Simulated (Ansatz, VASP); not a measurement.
**Two plane-wave programs on Bi**

```
Bi
1.0
     4.60663    0.00000    0.00000
    -2.30332    3.98946    0.00000
     0.00000    0.00000    7.60094
Bi
4
Direct
  0.33333 0.66667 0.43750
  0.66667 0.33333 0.93750
  0.66667 0.33333 0.56250
  0.33333 0.66667 0.06250
```

Alike in both runs: task single point; functional r2SCAN; k mesh 6 × 6 × 4; occupations gaussian, width 0.1 eV; no spin polarisation.

|  | VASP | Ansatz |
| --- | --- | --- |
| version | VASP 6.6.1 | Ansatz 0.2.0 |
| potentials or method | VASP PAW PBE potentials, release 64 (Bi_d), cutoff 520 eV | scalar-relativistic, plane waves, PAW |
| valence electrons in the cell | 60 | 60 |

|  | VASP | Ansatz | Ansatz less VASP |
| --- | --- | --- | --- |
| gap on the k mesh at the Fermi level (eV) | none | none | - |
| pressure (GPa) | 18.7 | 18.8 | +0.02 |
| traceless stress, the component that is largest in VASP (GPa) | -2.21 | -2.21 | +0.003 |
| rms of the force components (eV/Å) | 0.215 | 0.215 | -0.0002 |

VASP's potentials were made for PBE, not for r2SCAN. Atom by atom the forces differ by 0.000 eV/Å (rms over components). A gap of «none» marks a metal or a gap that the smearing closes.

Spin-orbit coupling is off throughout.
